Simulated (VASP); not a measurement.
# BeCd2Se3 (P-4m2) in VASP: relaxation of cell and atoms with PBE

Aim: the relaxation of cell and atoms of BeCd2Se3 with PBE.

Program: VASP 6.6.1. These are calculated values, not measurements. Logs are shortened: lines on timing, memory, paths and dates and some standing lists are left out, and cuts for length are marked.

### 1 The cell of the first run

The structure is tetragonal, space group P-4m2 (No. 115). The conventional cell has a = 3.709 Å, b = 3.709 Å, c = 11.494 Å, α = 90.00°, β = 90.00°, γ = 90.00°. Within 3.5 Å of Be (site symmetry -4m2) lie 4 Se at 2.62 Å. Cd (site symmetry 2mm) has 5 Se at 2.72 to 2.86 Å and 8 Cd at 3.38 to 3.71 Å within 3.8 Å. Within 3.8 Å of Se (site symmetry 2mm) lie 5 Cd at 2.72 to 2.86 Å and 4 Se at 3.71 Å. Se (site symmetry -4m2) has 4 Be at 2.62 Å within 3.5 Å.

The cell was generated, and may not be a known phase.

### 2 Relaxation of cell and atoms, PBE

Input file INCAR:

```
SYSTEM = BeCd2Se3
  PREC = Accurate
  ENCUT = 600
  EDIFF = 1E-6
  ISMEAR = 0
  SIGMA = 0.1
  LREAL = .FALSE.
  LASPH = .TRUE.
  NELM = 80
  ALGO = Normal
  ISIF = 3
  LWAVE = .FALSE.
  LCHARG = .FALSE.
  GGA = PE
  IBRION = 2
  NSW = 100
  EDIFFG = -0.01
```

Input file KPOINTS:

```
Automatic mesh
0
G
  10 10 4
  0 0 0
```

Input file POSCAR:

```
BeCd2Se3
1.0
    3.7087258783      0.0000000000      0.0000000000
    0.0000000000      3.7087258783      0.0000000000
    0.0000000000      0.0000000000     11.4943167251
Be Cd Se
1 2 3
Direct
    0.0000000000      0.0000000000      0.0000000000
    0.5000000000      0.0000000000      0.4073554824
    0.0000000000      0.5000000000      0.5926445176
    0.5000000000      0.0000000000      0.6565040618
    0.0000000000      0.5000000000      0.3434959382
    0.5000000000      0.5000000000      0.0000000000
```

Potentials or basis: VASP PAW PBE potentials, release 64 (Be, Cd, Se).

Command:

```console
> cat potpaw_PBE.64/Be/POTCAR potpaw_PBE.64/Cd/POTCAR potpaw_PBE.64/Se/POTCAR > POTCAR
> mpirun -np 1 vasp_std > vasp.out
```

OUTCAR:

```text
SYSTEM = BeCd2Se3
   PREC = Accurate
   ENCUT = 600
   EDIFF = 1E-6
   ISMEAR = 0
   LREAL = .FALSE.
   LASPH = .TRUE.
   NELM = 80
   ISIF = 3
   GGA = PE
   IBRION = 2
   NSW = 100
   EDIFFG = -0.01

 ion  position               nearest neighbor table
   1  0.000  0.000  0.000-
   2  0.500  0.000  0.407-   5 2.72   5 2.72   5 2.72   5 2.72   4 2.86   3 3.38   3 3.38   3 3.38
                             3 3.38
   3  0.000  0.500  0.593-   4 2.72   4 2.72   4 2.72   4 2.72   5 2.86   2 3.38   2 3.38   2 3.38
                             2 3.38
   4  0.500  0.000  0.657-   3 2.72   3 2.72   3 2.72   3 2.72   2 2.86
   5  0.000  0.500  0.343-   2 2.72   2 2.72   2 2.72   2 2.72   3 2.86
   6  0.500  0.500  0.000-

  LATTYP: Found a simple tetragonal cell.
 ALAT       =     3.7087258783
 C/A-ratio  =     3.0992629551

  Lattice vectors:

 A1 = (   3.7087258783,   0.0000000000,   0.0000000000)
 A2 = (   0.0000000000,   3.7087258783,   0.0000000000)
 A3 = (   0.0000000000,   0.0000000000,  11.4943167251)

Analysis of symmetry for initial positions (statically):
=====================================================================
 Subroutine PRICEL returns:
 Original cell was already a primitive cell.

 Routine SETGRP: Setting up the symmetry group for a
 simple tetragonal supercell.

 Subroutine GETGRP returns: Found  8 space group operations
 (whereof  8 operations were pure point group operations)
 out of a pool of 16 trial point group operations.

The static configuration has the point symmetry D_2d.

Analysis of symmetry for dynamics (positions and initial velocities):
=====================================================================
 Subroutine PRICEL returns:
 Original cell was already a primitive cell.

 Routine SETGRP: Setting up the symmetry group for a
 simple tetragonal supercell.

 Subroutine GETGRP returns: Found  8 space group operations
 (whereof  8 operations were pure point group operations)
 out of a pool of 16 trial point group operations.

The dynamic configuration has the point symmetry D_2d.

 Subroutine INISYM returns: Found  8 space group operations
 (whereof  8 operations are pure point group operations),
 and found     1 'primitive' translations

----------------------------------------------------------------------------------------

                                     Primitive cell

  volume of cell :     158.1003

  direct lattice vectors                    reciprocal lattice vectors
     3.708725878  0.000000000  0.000000000     0.269634379  0.000000000  0.000000000
     0.000000000  3.708725878  0.000000000     0.000000000  0.269634379  0.000000000
     0.000000000  0.000000000 11.494316725     0.000000000  0.000000000  0.086999517

  length of vectors
     3.708725878  3.708725878 11.494316725     0.269634379  0.269634379  0.086999517

  position of ions in fractional coordinates (direct lattice)
     0.000000000  0.000000000  0.000000000
     0.500000000  0.000000000  0.407355482
     0.000000000  0.500000000  0.592644518
     0.500000000  0.000000000  0.656504062
     0.000000000  0.500000000  0.343495938
     0.500000000  0.500000000  0.000000000

  ion indices of the primitive-cell ions
   primitive index   ion index
                 1           1
                 2           2
                 3           3
                 4           4
                 5           5
                 6           6

----------------------------------------------------------------------------------------

 KPOINTS: Automatic mesh

Automatic generation of k-mesh.
 Grid dimensions read from file:
 generate k-points for:   10   10    4

 Generating k-lattice:

  Cartesian coordinates                     Fractional coordinates (reciprocal lattice)
     0.026963438  0.000000000  0.000000000     0.100000000  0.000000000  0.000000000
     0.000000000  0.026963438  0.000000000     0.000000000  0.100000000  0.000000000
     0.000000000  0.000000000  0.021749879     0.000000000  0.000000000  0.250000000

  Length of vectors
     0.026963438  0.026963438  0.021749879

  Shift w.r.t. Gamma in fractional coordinates (k-lattice)
     0.000000000  0.000000000  0.000000000

 Subroutine IBZKPT returns following result:
 ===========================================

 Found     63 irreducible k-points:

 Following reciprocal coordinates:
            Coordinates               Weight
  0.000000  0.000000  0.000000      1.000000
  0.100000  0.000000  0.000000      4.000000
  0.200000  0.000000  0.000000      4.000000
  0.300000  0.000000  0.000000      4.000000
  0.400000  0.000000  0.000000      4.000000
  0.500000  0.000000  0.000000      2.000000
[... 16 lines left out ...]
  0.100000  0.000000  0.250000      8.000000
  0.200000  0.000000  0.250000      8.000000
 [... further k-points ...]
   k-points           NKPTS =     63   k-points in BZ     NKDIM =     63   number of bands    NBANDS=     26
   number of dos      NEDOS =    301   number of ions     NIONS =      6
   total plane-waves  NPLWV =  86400
   dimension x,y,z NGX =    30 NGY =   30 NGZ =   96
   dimension x,y,z NGXF=    60 NGYF=   60 NGZF=  192
   ions per type =               1   2   3
   NGX,Y,Z   is equivalent  to a cutoff of  13.45, 13.45, 13.88 a.u.
   NGXF,Y,Z  is equivalent  to a cutoff of  26.90, 26.90, 27.77 a.u.
 SYSTEM =  BeCd2Se3
   PREC   = accura    normal or accurate (medium, high low for compatibility)
   ISTART =      0    job   : 0-new  1-cont  2-samecut
   ICHARG =      2    charge: 1-file 2-atom 10-const
   ISPIN  =      1    spin polarized calculation?
   LNONCOLLINEAR =      F non collinear calculations
   LSORBIT =      F    spin-orbit coupling
   LASPH  =      T    aspherical Exc in radial PAW
   ENCUT  =  600.0 eV  44.10 Ry    6.64 a.u.   7.41  7.41 22.96*2*pi/ulx,y,z
   NELM   =     80;   NELMIN=  2; NELMDL= -5     # of ELM steps
   EDIFF  = 0.1E-05   stopping-criterion for ELM
   LREAL  =      F    real-space projection
   EDIFFG = -.1E-01   stopping-criterion for IOM
   NSW    =    100    number of steps for IOM
   IBRION =      2    ionic relax: 0-MD 1-quasi-New 2-CG
   NFREE  =      1    steps in history (QN), initial steepest desc. (CG)
   ISIF   =      3    stress and relaxation
   ISYM   =      2    0-nonsym 1-usesym 2-fastsym
   POTIM  = 0.5000    time-step for ionic-motion
   TEBEG  =    0.0;   TEEND  =   0.0 temperature during run
   PSTRESS=    0.0 pullay stress
   NELECT =      44.0000    total number of electrons
   NUPDOWN=      -1.0000    fix difference up-down
   EMIN   =  10.00;   EMAX   =-10.00  energy-range for DOS
   EFERMI =   0.00;   METHOD = LEGACY
   ISMEAR =     0;   SIGMA  =   0.10  broadening in eV -4-tet -1-fermi 0-gaus
   EFERMI_NEDOS =   21; number of points for ismear=-14 and -15
   IALGO  =     38    algorithm
   IMIX   =      4    mixing-type and parameters
     AMIX     =   0.40;   BMIX     =  1.00
     AMIX_MAG =   1.60;   BMIX_MAG =  1.00
  volume/ion in A,a.u.               =      26.35       177.82
  Fermi-wavevector in a.u.,A,eV,Ry     =   1.068845  2.019825 15.543707  1.142430
  Thomas-Fermi vector in A             =   2.204506
   LORBIT       =      0    0 simple, 1 ext, 2 COOP (PROOUT), +10 PAW based schemes
   GGA     = PE    functional components
   LHFCALC =     F    Hartree Fock is set to
   AEXX    =    0.0000 exact exchange contribution
   IVDW    =     0    specifies the selected vdW correction
   LEPSILON=     F    determine dielectric tensor
   LRPA    =     F    only Hartree local field effects (RPA)
 conjugate gradient relaxation of ions
 non-spin polarized calculation
 Gauss-broadening in eV      SIGMA  =   0.10
  energy-cutoff  :      600.00
  volume of cell :      158.10
 maximum number of plane-waves:      5342
 NGX is ok and might be reduce to    30
   NGX = 15   NGY = 15   NGZ = 45

--------------------------------------- Ionic step        1  -------------------------------------------

 number of electron      44.0000009 magnetization

 Free energy of the ion-electron system (eV)
  ---------------------------------------------------
  ext. energy  EPLUGINS =         0.00000000
  ---------------------------------------------------
  free energy    TOTEN  =       -16.22114039 eV

  energy without entropy =      -16.21512941  energy(sigma->0) =      -16.21813490

------------------------ aborting loop because EDIFF is reached ----------------------------------------

  FORCE on cell =-STRESS in cart. coord.  units (eV):
  Direction    XX          YY          ZZ          XY          YZ          ZX
  --------------------------------------------------------------------------------------
  -------------------------------------------------------------------------------------
  Total        0.0982462      0.0982462      0.1906754      0.0000000      0.0000000      0.0000000
  in kB        0.9956203      0.9956203      1.9322917      0.0000000      0.0000000      0.0000000
  external PRESSURE =       1.3078441 kB  Pullay stress =       0.0000000 kB
[... 101 lines left out ...]
  FREE ENERGIE OF THE ION-ELECTRON SYSTEM (eV)
  ---------------------------------------------------
  free  energy   TOTEN  =       -16.2213643400 eV

  energy  without entropy=      -16.2153327283  energy(sigma->0) =      -16.21834853

[... ionic steps 4 to 19 ...]

--------------------------------------- Ionic step       20  -------------------------------------------

 number of electron      44.0000014 magnetization

------------------------ aborting loop because EDIFF is reached ----------------------------------------

  FORCE on cell =-STRESS in cart. coord.  units (eV):
  Direction    XX          YY          ZZ          XY          YZ          ZX
  --------------------------------------------------------------------------------------
  -------------------------------------------------------------------------------------
  Total        0.0206422      0.0206422      0.1046093      0.0000000     -0.0000000      0.0000000
  in kB        0.2049159      0.2049159      1.0384591      0.0000000     -0.0000000      0.0000000
  external PRESSURE =       0.4827637 kB  Pullay stress =       0.0000000 kB
[... 65 lines left out ...]
  energy  without entropy=      -16.2165372816  energy(sigma->0) =      -16.21964384

--------------------------------------- Ionic step       22  -------------------------------------------

 number of electron      44.0000013 magnetization

 Free energy of the ion-electron system (eV)
  ---------------------------------------------------
  ext. energy  EPLUGINS =         0.00000000
  ---------------------------------------------------
  free energy    TOTEN  =       -16.22275039 eV

  energy without entropy =      -16.21653797  energy(sigma->0) =      -16.21964418

 E-fermi :   1.4484     XC(G=0):  -8.5962

 val. band max:        1.4439065433   @ k =   0.5000   0.0000   0.5000
 cond. band min:       1.4532255694   @ k =   0.5000   0.0000   0.2500
 fundamental gap:      0.0093190261
 Fermi energy:         1.4484088918

 k-point     1 :       0.0000    0.0000    0.0000
  band No.  band energies     occupation
      1     -12.1558      2.00000
      2     -11.8607      2.00000
      3     -10.8005      2.00000
      4      -7.4446      2.00000
      5      -7.1895      2.00000
      6      -7.1895      2.00000
[... 685 lines left out ...]
     25       3.8943      0.00000
     26       5.4129      0.00000

 [... further k-points ...]
[... 5 lines left out ...]
  --------------------------------------------------------------------------------------
  -------------------------------------------------------------------------------------
  Total       -0.0540858     -0.0540858      0.0284288      0.0000000     -0.0000000      0.0000000
  in kB       -0.5362506     -0.5362506      0.2818662      0.0000000     -0.0000000      0.0000000
  external PRESSURE =      -0.2635450 kB  Pullay stress =       0.0000000 kB
[... 21 lines left out ...]
  FREE ENERGIE OF THE ION-ELECTRON SYSTEM (eV)
  ---------------------------------------------------
  free  energy   TOTEN  =       -16.2227503853 eV

  energy  without entropy=      -16.2165379710  energy(sigma->0) =      -16.21964418

 reached required accuracy - stopping structural energy minimisation
```

Wall time 26 min (1 thread of AMD EPYC 9R45 (Zen 5), shared host); peak memory 0.49 GiB.

What came out:

```yaml
Free_energy: -16.2228 eV
Relaxed_volume: 26.93 Å³/atom
Relaxed_cell: a = 3.711 Å, b = 3.711 Å, c = 11.733 Å, α = 90.00°, β = 90.00°, γ = 90.00°
Space_group_after_relaxing_to_0.1_Å: P-4m2 (No. 115)
Energy_gained_by_relaxing: 0.3 meV/atom
Ionic_steps: 22
Pressure_after_relaxing: 0.0 GPa
Largest_force_after_relaxing: 0.007 eV/Å
Band_gap_on_the_k_mesh: zero (bands 22 and 23 overlap by 0.27 eV)
```

Forces on the atoms (eV/Å):
```
Be   0.000  0.000  0.000
Cd   0.000  0.000 -0.007
Cd   0.000  0.000  0.007
Se   0.000  0.000  0.001
Se   0.000  0.000 -0.001
Se   0.000  0.000  0.000
```

Stress tensor (GPa, compression positive):
```
-0.05  0.00  0.00
 0.00 -0.05  0.00
 0.00  0.00  0.03
```

Step by step:
| step | energy change (eV) | largest force (eV/Å) | pressure (GPa) | volume (Å³) |
| --- | --- | --- | --- | --- |
| 1 | 0.0000 | 0.0146 | 0.13 | 158.10 |
| 2 | -0.0002 | 0.0112 | -0.03 | 158.59 |
| 3 | -0.0002 | 0.0095 | -0.02 | 158.57 |
| 4 | -0.0003 | 0.0131 | 0.00 | 158.62 |
| 5 | -0.0004 | 0.0160 | 0.01 | 158.67 |
| 6 | -0.0003 | 0.0214 | 0.05 | 158.77 |
| 7 | -0.0004 | 0.0181 | 0.03 | 158.71 |
| 8 | -0.0004 | 0.0220 | 0.00 | 158.89 |
| 9 | -0.0006 | 0.0315 | -0.05 | 159.37 |
| 10 | -0.0006 | 0.0287 | -0.03 | 159.41 |
| 11 | -0.0008 | 0.0200 | 0.01 | 159.53 |
| 12 | -0.0011 | 0.0094 | 0.09 | 159.78 |
| 13 | -0.0009 | 0.0315 | 0.25 | 160.27 |
| 14 | -0.0011 | 0.0086 | 0.14 | 159.94 |
| 15 | -0.0011 | 0.0090 | 0.14 | 160.03 |
| 16 | -0.0013 | 0.0113 | 0.12 | 160.30 |
| 17 | -0.0014 | 0.0157 | 0.09 | 160.84 |
| 18 | -0.0014 | 0.0258 | 0.05 | 161.92 |
| 19 | -0.0015 | 0.0202 | 0.08 | 161.30 |
| 20 | -0.0016 | 0.0134 | 0.05 | 161.40 |
| 21 | -0.0016 | 0.0053 | -0.03 | 161.62 |
| 22 | -0.0016 | 0.0066 | -0.03 | 161.59 |

Final structure:
```cif
data_structure
_symmetry_space_group_name_H-M 'P 1'
_symmetry_Int_Tables_number 1
_cell_length_a 3.7111
_cell_length_b 3.7111
_cell_length_c 11.7335
_cell_angle_alpha 90.000
_cell_angle_beta 90.000
_cell_angle_gamma 90.000
_cell_volume 161.59
loop_
_atom_site_label
_atom_site_type_symbol
_atom_site_fract_x
_atom_site_fract_y
_atom_site_fract_z
_atom_site_occupancy
Be1 Be 0.00000 0.00000 0.00000 1
Cd1 Cd 0.50000 0.00000 0.40918 1
Cd2 Cd 0.00000 0.50000 0.59082 1
Se1 Se 0.50000 0.00000 0.65351 1
Se2 Se 0.00000 0.50000 0.34649 1
Se3 Se 0.50000 0.50000 0.00000 1
```

Levels at points of the mesh, in eV from the Fermi level:
```csv
k point,band 18,band 19,band 20,band 21,band 22,band 23,band 24,band 25,band 26
"(0.00, 0.00, 0.00)",-1.17,-1.17,-1.09,-1.09,-0.99,0.40,0.66,1.12,4.48
"(0.50, 0.00, 0.00)",-2.32,-0.83,-0.01,0.00,0.07,1.88,2.78,3.26,3.55
"(0.50, 0.50, 0.00)",-3.33,-3.32,-2.26,-2.26,-0.40,-0.19,0.15,0.15,3.62
"(0.00, 0.00, 0.50)",-1.47,-1.19,-1.19,-1.07,-1.07,0.62,0.76,1.04,4.49
"(0.50, 0.00, 0.50)",-2.35,-0.73,0.00,0.00,0.06,2.35,2.60,2.63,3.59
"(0.50, 0.50, 0.50)",-3.33,-3.31,-2.26,-2.26,-0.39,-0.20,0.13,0.13,3.43
```

Caveat: semilocal functionals underestimate gaps, and a narrow one can read as zero.
